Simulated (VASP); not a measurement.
# Ir (Fd-3m) in VASP: single point with PBE

Aim: the single point of Ir with PBE.

Everything below comes from runs of VASP 6.6.1. Logs are shortened: lines on timing, memory, paths and dates and some standing lists are left out, and cuts for length are marked.

### Step 1. The cell of the first run

It takes space group Fd-3m (No. 227, cubic). Conventional cell: a = 5.457 Å, b = 5.457 Å, c = 5.457 Å, α = 90.00°, β = 90.00°, γ = 90.00°. Within 3.1 Å of Ir (site symmetry -43m) lie 4 Ir at 2.36 Å.

This isn't the form of Ir at room conditions, which is fcc.

### Step 2. Single point, PBE

Input file INCAR:

```
PREC = Accurate
ENCUT = 520
EDIFF = 1E-7
ISMEAR = -1
SIGMA = 0.06122561905347299
LREAL = F
LASPH = T
NELM = 100
ALGO = Normal
ISIF = 2
LWAVE = F
LCHARG = T
GGA = PE
LELF = T
LVHAR = T
NBANDS = 16
```

Input file KPOINTS:

```
Automatic mesh
0
Gamma
  34 34 34
```

Input file POSCAR:

```
Ir
1.0
    0.0000000000      2.7286458150      2.7286458150
    2.7286458150      0.0000000000      2.7286458150
    2.7286458150      2.7286458150      0.0000000000
Ir
2
Direct
    0.0000000000      0.0000000000      0.0000000000
    0.2500000000      0.2500000000      0.2500000000
```

Potentials or basis: VASP PAW PBE potentials, release 64 (Ir).

Command:

```
$ cat potpaw_PBE.64/Ir/POTCAR > POTCAR
$ mpirun -np 1 vasp_std > vasp.out
```

OUTCAR:

```text
PREC = Accurate
   ENCUT = 520
   EDIFF = 1E-7
   ISMEAR = -1
   LREAL = F
   LASPH = T
   NELM = 100
   ISIF = 2
   GGA = PE

 ion  position               nearest neighbor table
   1  0.000  0.000  0.000-   2 2.36   2 2.36   2 2.36   2 2.36
   2  0.250  0.250  0.250-   1 2.36   1 2.36   1 2.36   1 2.36

  LATTYP: Found a face centered cubic cell.
 ALAT       =     5.4572916300

  Lattice vectors:

 A1 = (   0.0000000000,   2.7286458150,   2.7286458150)
 A2 = (   2.7286458150,   0.0000000000,   2.7286458150)
 A3 = (   2.7286458150,   2.7286458150,   0.0000000000)

Analysis of symmetry for initial positions (statically):
=====================================================================
 Subroutine PRICEL returns:
 Original cell was already a primitive cell.

 Routine SETGRP: Setting up the symmetry group for a
 face centered cubic supercell.

 Subroutine GETGRP returns: Found 48 space group operations
 (whereof 24 operations were pure point group operations)
 out of a pool of 48 trial point group operations.

The static configuration has the point symmetry T_d .
 The point group associated with its full space group is O_h .

Analysis of symmetry for dynamics (positions and initial velocities):
=====================================================================
 Subroutine PRICEL returns:
 Original cell was already a primitive cell.

 Routine SETGRP: Setting up the symmetry group for a
 face centered cubic supercell.

 Subroutine GETGRP returns: Found 48 space group operations
 (whereof 24 operations were pure point group operations)
 out of a pool of 48 trial point group operations.

The dynamic configuration has the point symmetry T_d .
 The point group associated with its full space group is O_h .

 Subroutine INISYM returns: Found 48 space group operations
 (whereof 24 operations are pure point group operations),
 and found     1 'primitive' translations

----------------------------------------------------------------------------------------

                                     Primitive cell

  volume of cell :      40.6323

  direct lattice vectors                    reciprocal lattice vectors
     0.000000000  2.728645815  2.728645815    -0.183241078  0.183241078  0.183241078
     2.728645815  0.000000000  2.728645815     0.183241078 -0.183241078  0.183241078
     2.728645815  2.728645815  0.000000000     0.183241078  0.183241078 -0.183241078

  length of vectors
     3.858887918  3.858887918  3.858887918     0.317382857  0.317382857  0.317382857

  position of ions in fractional coordinates (direct lattice)
     0.000000000  0.000000000  0.000000000
     0.250000000  0.250000000  0.250000000

  ion indices of the primitive-cell ions
   primitive index   ion index
                 1           1
                 2           2

----------------------------------------------------------------------------------------

 KPOINTS: Automatic mesh

Automatic generation of k-mesh.
 Grid dimensions read from file:
 generate k-points for:   34   34   34

 Generating k-lattice:

  Cartesian coordinates                     Fractional coordinates (reciprocal lattice)
    -0.005389443  0.005389443  0.005389443     0.029411765  0.000000000  0.000000000
     0.005389443 -0.005389443  0.005389443     0.000000000  0.029411765  0.000000000
     0.005389443  0.005389443 -0.005389443     0.000000000  0.000000000  0.029411765

  Length of vectors
     0.009334790  0.009334790  0.009334790

  Shift w.r.t. Gamma in fractional coordinates (k-lattice)
     0.000000000  0.000000000  0.000000000

 Subroutine IBZKPT returns following result:
 ===========================================

 Found   1059 irreducible k-points:

 Following reciprocal coordinates:
            Coordinates               Weight
  0.000000  0.000000  0.000000      1.000000
  0.029412  0.000000  0.000000      8.000000
  0.058824  0.000000  0.000000      8.000000
  0.088235  0.000000  0.000000      8.000000
  0.117647  0.000000  0.000000      8.000000
  0.147059  0.000000  0.000000      8.000000
[... 16 lines left out ...]
  0.147059  0.029412  0.000000     24.000000
  0.176471  0.029412  0.000000     24.000000
 [... further k-points ...]
   k-points           NKPTS =   1059   k-points in BZ     NKDIM =   1059   number of bands    NBANDS=     16
   number of dos      NEDOS =    301   number of ions     NIONS =      2
   total plane-waves  NPLWV =  27000
   dimension x,y,z NGX =    30 NGY =   30 NGZ =   30
   dimension x,y,z NGXF=    60 NGYF=   60 NGZF=   60
   ions per type =               2
   NGX,Y,Z   is equivalent  to a cutoff of  12.92, 12.92, 12.92 a.u.
   NGXF,Y,Z  is equivalent  to a cutoff of  25.85, 25.85, 25.85 a.u.
 SYSTEM =  unknown system
   PREC   = accura    normal or accurate (medium, high low for compatibility)
   ISTART =      0    job   : 0-new  1-cont  2-samecut
   ICHARG =      2    charge: 1-file 2-atom 10-const
   ISPIN  =      1    spin polarized calculation?
   LNONCOLLINEAR =      F non collinear calculations
   LSORBIT =      F    spin-orbit coupling
   LASPH  =      T    aspherical Exc in radial PAW
   ENCUT  =  520.0 eV  38.22 Ry    6.18 a.u.   7.17  7.17  7.17*2*pi/ulx,y,z
   NELM   =    100;   NELMIN=  2; NELMDL= -5     # of ELM steps
   EDIFF  = 0.1E-06   stopping-criterion for ELM
   LREAL  =      F    real-space projection
   EDIFFG = 0.1E-05   stopping-criterion for IOM
   NSW    =      0    number of steps for IOM
   IBRION =     -1    ionic relax: 0-MD 1-quasi-New 2-CG
   NFREE  =      0    steps in history (QN), initial steepest desc. (CG)
   ISIF   =      2    stress and relaxation
   ISYM   =      2    0-nonsym 1-usesym 2-fastsym
   POTIM  = 0.5000    time-step for ionic-motion
   TEBEG  =    0.0;   TEEND  =   0.0 temperature during run
   PSTRESS=    0.0 pullay stress
   NELECT =      18.0000    total number of electrons
   NUPDOWN=      -1.0000    fix difference up-down
   EMIN   =  10.00;   EMAX   =-10.00  energy-range for DOS
   EFERMI =   0.00;   METHOD = LEGACY
   ISMEAR =    -1;   SIGMA  =   0.06  broadening in eV -4-tet -1-fermi 0-gaus
   EFERMI_NEDOS =   21; number of points for ismear=-14 and -15
   IALGO  =     38    algorithm
   IMIX   =      4    mixing-type and parameters
     AMIX     =   0.40;   BMIX     =  1.00
     AMIX_MAG =   1.60;   BMIX_MAG =  1.00
  volume/ion in A,a.u.               =      20.32       137.10
  Fermi-wavevector in a.u.,A,eV,Ry     =   1.247983  2.358345 21.190535  1.557460
  Thomas-Fermi vector in A             =   2.382090
   LORBIT       =      0    0 simple, 1 ext, 2 COOP (PROOUT), +10 PAW based schemes
   GGA     = PE    functional components
   LHFCALC =     F    Hartree Fock is set to
   AEXX    =    0.0000 exact exchange contribution
   IVDW    =     0    specifies the selected vdW correction
   LEPSILON=     F    determine dielectric tensor
   LRPA    =     F    only Hartree local field effects (RPA)
 non-spin polarized calculation
  energy-cutoff  :      520.00
  volume of cell :       40.63
 maximum number of plane-waves:      1114
 NGX is ok and might be reduce to    30
   NGX = 15   NGY = 15   NGZ = 15

 number of electron      18.0000002 magnetization

 Free energy of the ion-electron system (eV)
  ---------------------------------------------------
  ext. energy  EPLUGINS =         0.00000000
  ---------------------------------------------------
  free energy    TOTEN  =       -15.62928556 eV

  energy without entropy =      -15.60493391  energy(sigma->0) =      -15.61710973

 E-fermi :   5.9266     XC(G=0): -11.4859

 val. band max:        5.9258035606   @ k =   0.4118   0.1471   0.0000
 cond. band min:       5.9268654948   @ k =  -0.4706   0.3235   0.0588
 fundamental gap:      0.0010619342
 Fermi energy:         5.9266073753

 k-point     1 :       0.0000    0.0000    0.0000
  band No.  band energies     occupation
      1      -2.4950      2.00000
      2       0.4585      2.00000
      3       0.4585      2.00000
      4       0.9502      2.00000
      5       0.9502      2.00000
      6       0.9502      2.00000
[... 8 lines left out ...]
     15      18.6003      0.00000
     16      18.6003      0.00000

 k-point     2 :       0.0294    0.0000    0.0000
  band No.  band energies     occupation
      1      -2.4789      2.00000
      2       0.4439      2.00000
      3       0.4439      2.00000
      4       0.9481      2.00000
      5       0.9711      2.00000
      6       0.9711      2.00000
[... 8 lines left out ...]
     15      18.5771      0.00000
     16      18.6056      0.00000

 k-point     3 :       0.0588    0.0000    0.0000
  band No.  band energies     occupation
      1      -2.4310      2.00000
      2       0.4074      2.00000
      3       0.4074      2.00000
      4       0.9422      2.00000
      5       1.0260      2.00000
      6       1.0260      2.00000
[... 8 lines left out ...]
     15      18.4946      0.00000
     16      18.4997      0.00000

 k-point     4 :       0.0882    0.0000    0.0000
  band No.  band energies     occupation
      1      -2.3520      2.00000
      2       0.3623      2.00000
      3       0.3623      2.00000
      4       0.9328      2.00000
      5       1.1000      2.00000
      6       1.1000      2.00000
[... 8 lines left out ...]
     15      18.3261      0.00000
     16      18.3277      0.00000

 k-point     5 :       0.1176    0.0000    0.0000
  band No.  band energies     occupation
      1      -2.2433      2.00000
      2       0.3184      2.00000
      3       0.3184      2.00000
      4       0.9204      2.00000
      5       1.1802      2.00000
      6       1.1802      2.00000
[... 8 lines left out ...]
     15      18.0677      0.00000
     16      18.3403      0.00000

 k-point     6 :       0.1471    0.0000    0.0000
  band No.  band energies     occupation
      1      -2.1068      2.00000
      2       0.2814      2.00000
      3       0.2814      2.00000
      4       0.9056      2.00000
      5       1.2573      2.00000
      6       1.2573      2.00000
[... 8 lines left out ...]
     15      17.7503      0.00000
     16      18.5267      0.00000

 k-point     7 :       0.1765    0.0000    0.0000
  band No.  band energies     occupation
      1      -1.9453      2.00000
      2       0.2544      2.00000
      3       0.2544      2.00000
      4       0.8892      2.00000
      5       1.3234      2.00000
      6       1.3234      2.00000
[... 8 lines left out ...]
     15      17.4072      0.00000
     16      18.8106      0.00000

 k-point     8 :       0.2059    0.0000    0.0000
  band No.  band energies     occupation
      1      -1.7626      2.00000
      2       0.2392      2.00000
      3       0.2392      2.00000
      4       0.8715      2.00000
      5       1.3722      2.00000
      6       1.3722      2.00000
[... 8 lines left out ...]
     15      17.0601      0.00000
     16      19.1326      0.00000

 k-point     9 :       0.2353    0.0000    0.0000
  band No.  band energies     occupation
      1      -1.5632      2.00000
      2       0.2368      2.00000
      3       0.2368      2.00000
      4       0.8526      2.00000
      5       1.3986      2.00000
      6       1.3986      2.00000
[... 8 lines left out ...]
     15      16.7221      0.00000
     16      19.4316      0.00000
[... 172 lines left out ...]
 k-point    19 :       0.0294    0.0294    0.0000
  band No.  band energies     occupation
      1      -2.4736      2.00000
      2       0.4117      2.00000
      3       0.4693      2.00000
      4       0.9495      2.00000
      5       0.9495      2.00000
      6       1.0017      2.00000
[... 8 lines left out ...]
     15      18.4767      0.00000
     16      18.7741      0.00000

 k-point    20 :       0.0588    0.0294    0.0000
  band No.  band energies     occupation
      1      -2.4362      2.00000
      2       0.3629      2.00000
      3       0.4653      2.00000
      4       0.9461      2.00000
      5       0.9696      2.00000
      6       1.0623      2.00000
[... 8 lines left out ...]
     15      18.3185      0.00000
     16      18.8802      0.00000

 k-point    21 :       0.0882    0.0294    0.0000
  band No.  band energies     occupation
      1      -2.3675      2.00000
      2       0.3089      2.00000
      3       0.4391      2.00000
      4       0.9381      2.00000
      5       1.0226      2.00000
      6       1.1405      2.00000
[... 8 lines left out ...]
     15      18.1607      0.00000
     16      18.7685      0.00000

 k-point    22 :       0.1176    0.0294    0.0000
  band No.  band energies     occupation
      1      -2.2685      2.00000
      2       0.2575      2.00000
      3       0.4044      2.00000
      4       0.9264      2.00000
      5       1.0920      2.00000
      6       1.2258      2.00000
[... 8 lines left out ...]
     15      18.1548      0.00000
     16      18.5179      0.00000

 k-point    23 :       0.1471    0.0294    0.0000
  band No.  band energies     occupation
      1      -2.1411      2.00000
      2       0.2136      2.00000
      3       0.3712      2.00000
      4       0.9118      2.00000
      5       1.1641      2.00000
      6       1.3099      2.00000
[... 8 lines left out ...]
     15      18.1933      0.00000
     16      18.3123      0.00000

 k-point    24 :       0.1765    0.0294    0.0000
  band No.  band energies     occupation
      1      -1.9878      2.00000
      2       0.1799      2.00000
      3       0.3452      2.00000
      4       0.8949      2.00000
      5       1.2289      2.00000
      6       1.3855      2.00000
[... 8 lines left out ...]
     15      17.8299      0.00000
     16      18.5585      0.00000

 [... further k-points ...]
[... 5 lines left out ...]
  --------------------------------------------------------------------------------------
  -------------------------------------------------------------------------------------
  Total        3.1072400      3.1072400      3.1072400      0.0000000      0.0000000      0.0000000
  in kB      122.5219463    122.5219463    122.5219463      0.0000000      0.0000000      0.0000000
  external PRESSURE =     122.5219463 kB  Pullay stress =       0.0000000 kB

 VOLUME and BASIS-vectors are now :
 -----------------------------------------------------------------------------
  energy-cutoff  :      520.00
  volume of cell :       40.63
      direct lattice vectors                 reciprocal lattice vectors
     0.000000000  2.728645815  2.728645815    -0.183241078  0.183241078  0.183241078
     2.728645815  0.000000000  2.728645815     0.183241078 -0.183241078  0.183241078
     2.728645815  2.728645815  0.000000000     0.183241078  0.183241078 -0.183241078

 POSITION                                       TOTAL-FORCE (eV/Angst)
 -----------------------------------------------------------------------------------
      0.00000      0.00000      0.00000         0.000000      0.000000      0.000000
      1.36432      1.36432      1.36432        -0.000000     -0.000000     -0.000000
 -----------------------------------------------------------------------------------
    total drift:                                0.000000     -0.000000      0.000000

  FREE ENERGIE OF THE ION-ELECTRON SYSTEM (eV)
  ---------------------------------------------------
  free  energy   TOTEN  =       -15.6292855562 eV

  energy  without entropy=      -15.6049339102  energy(sigma->0) =      -15.61710973
```

Wall time 8 min (1 thread of Intel Xeon Platinum 8488C (Sapphire Rapids), shared host); peak memory 0.65 GiB.

Results:

| Item | Value |
| --- | --- |
| Free energy | -15.6293 eV |
| Pressure | 12.3 GPa |
| Band gap on the k mesh | zero (bands 9 and 10 overlap by 1.81 eV) |

Levels at points of the mesh, in eV from the Fermi level:
| k point | band 5 | band 6 | band 7 | band 8 | band 9 | band 10 | band 11 | band 12 | band 13 | band 14 |
| --- | --- | --- | --- | --- | --- | --- | --- | --- | --- | --- |
| (0.00, 0.00, 0.00) | -4.98 | -4.98 | -1.88 | -1.88 | -1.88 | 0.90 | 0.90 | 11.11 | 11.16 | 12.67 |
| (0.50, 0.00, 0.00) | -5.07 | -5.07 | -2.14 | -1.06 | -1.06 | 0.30 | 0.30 | 1.55 | 9.13 | 9.13 |
| (0.50, 0.50, 0.00) | -3.85 | -3.85 | -2.67 | -2.67 | 0.64 | 0.64 | 2.09 | 2.09 | 3.79 | 3.79 |

Caveat: the cell stands under pressure; spin-orbit coupling is left out, which moves the levels of the heavy elements.
